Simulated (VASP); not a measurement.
Here is a VASP 6.6.1 calculation.

INCAR

```
PREC     = Accurate       # precision mode
ENCUT    = 520            # plane-wave cutoff, eV
EDIFF    = 1E-6           # SCF threshold, eV
ISMEAR   = -1             # smearing method
SIGMA    = 0.05           # smearing width, eV
LREAL    = F              # projectors in reciprocal space
LASPH    = T              # aspherical terms in the spheres
NELM     = 80             # most SCF steps
ALGO     = Normal         # electronic algorithm
ISIF     = 2              # what is computed and relaxed
LWAVE    = F              # write WAVECAR
LCHARG   = F              # write CHGCAR
GGA      = RP             # functional
NBANDS   = 15             # bands
```

The input KPOINTS:

```
regular mesh
0
Gamma
  7 7 7
```

The input POSCAR:

```
KBr
1.0
    0.0000000000      3.4596263249      3.4596263249
    3.4596263249      0.0000000000      3.4596263249
    3.4596263249      3.4596263249      0.0000000000
Br K
1 1
Direct
    0.5000000000      0.5000000000      0.5000000000
    0.0000000000      0.0000000000      0.0000000000
```

Potentials or basis: VASP PAW PBE potentials, release 64 (Br, K_sv).

Launch:

```console
$ cat potpaw_PBE.64/Br/POTCAR potpaw_PBE.64/K_sv/POTCAR > POTCAR
$ mpirun -np 1 vasp_std > vasp.out
```

Question: Estimate the band gap on the k mesh.

Answer: 4.40 eV, direct.

Question: What does it give for the pressure?

Answer: 0.0 GPa.

Caveat: the PAW data sets were made with another functional, which shifts forces and pressure a little. A k mesh can miss the band edges.
